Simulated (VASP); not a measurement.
Write the native input for VASP 6.6.1 that does the following.

```
Task                   : single point
Functional             : PBE
Potentials or basis    : VASP PAW PBE potentials, release 64 (Ni)
Cutoff                 : 520 eV
k mesh                 : 13 × 13 × 13
Occupations            : fermi-dirac, width 0.05 eV
Spin                   : no spin polarisation
Dipole correction      : no
Further INCAR settings : ALGO = Normal; EDIFF = 1e-06; NBANDS = 11
```

The structure of Ni lies in POSCAR:

```
Ni
1.0
    0.0000000000      1.7375729330      1.7375729330
    1.7375729330      0.0000000000      1.7375729330
    1.7375729330      1.7375729330      0.0000000000
Ni
1
Direct
    0.0000000000      0.0000000000      0.0000000000
```

These files were run (other wordings do the same):

INCAR

```
ALGO = Normal
EDIFF = 1E-6
ENCUT = 520
GGA = PE
ISIF = 2
ISMEAR = -1
LASPH = T
LCHARG = F
LREAL = F
LWAVE = F
NBANDS = 11
NELM = 100
PREC = Accurate
SIGMA = 0.05
```

KPOINTS

```
k-points
0
Gamma
  13 13 13
```

Potentials or basis: VASP PAW PBE potentials, release 64 (Ni).

Command:

```sh
$ cat potpaw_PBE.64/Ni/POTCAR > POTCAR
$ mpirun -np 1 vasp_std > vasp.out
```

Results of the run:

```yaml
Pressure: 6.9 GPa
Band_gap_on_the_k_mesh: zero (band 5 reaches 9.88 eV, above the bottom of band 6 at 8.88 eV)
```

Caveat: the run has no spin polarisation, though such a crystal can be magnetic.

It took 9.1 s on 1 thread of Intel Xeon 8259CL (shared host), peak memory 0.12 GiB.
